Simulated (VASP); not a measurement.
V:

```xyz
2
Lattice="3.0300 0.0000 0.0000 0.0000 3.0300 0.0000 0.0000 0.0000 3.0300" Properties=species:S:1:pos:R:3 pbc="T T T"
V     0.0000    0.0000    0.0000
V     1.5150    1.5150    1.5150
```

| Property | Result |
| --- | --- |
| Program | VASP 6.6.1 |
| Task | relaxation of volume and atoms at fixed shape |
| Functional | PBE |
| Potentials or basis | VASP PAW PBE potentials, release 64 (V_sv) |
| Cutoff | 600 eV |
| k mesh | 8 × 8 × 8 |
| Occupations | gaussian, width 0.05 eV |
| Spin | collinear spin, ferromagnetic start |
| Starting moments | [1.5, 1.5] μB |

At the start: pressure -5.5 GPa; volume 13.91 Å³/atom.

**Question.** Where does the relaxation end?

**Answer.** Over 3 steps the energy falls by 8.0 meV/atom and the volume is 13.45 Å³/atom (-3.3 %); space group Im-3m (No. 229, to 0.1 Å) before and after; moment 0.17 μB per cell.

Step by step:
| step | energy change (eV) | largest force (eV/Å) | pressure (GPa) | volume (Å³) |
| --- | --- | --- | --- | --- |
| 1 | 0.0000 | 0.0000 | -5.48 | 27.82 |
| 2 | 0.0051 | 0.0000 | 7.56 | 25.95 |
| 3 | -0.0161 | 0.0000 | -0.02 | 26.91 |

Final structure:
```cif
data_structure
_symmetry_space_group_name_H-M 'P 1'
_symmetry_Int_Tables_number 1
_cell_length_a 2.9966
_cell_length_b 2.9966
_cell_length_c 2.9966
_cell_angle_alpha 90.000
_cell_angle_beta 90.000
_cell_angle_gamma 90.000
_cell_volume 26.91
loop_
_atom_site_label
_atom_site_type_symbol
_atom_site_fract_x
_atom_site_fract_y
_atom_site_fract_z
_atom_site_occupancy
V1 V 0.00000 0.00000 0.00000 1
V2 V 0.50000 0.50000 0.50000 1
```
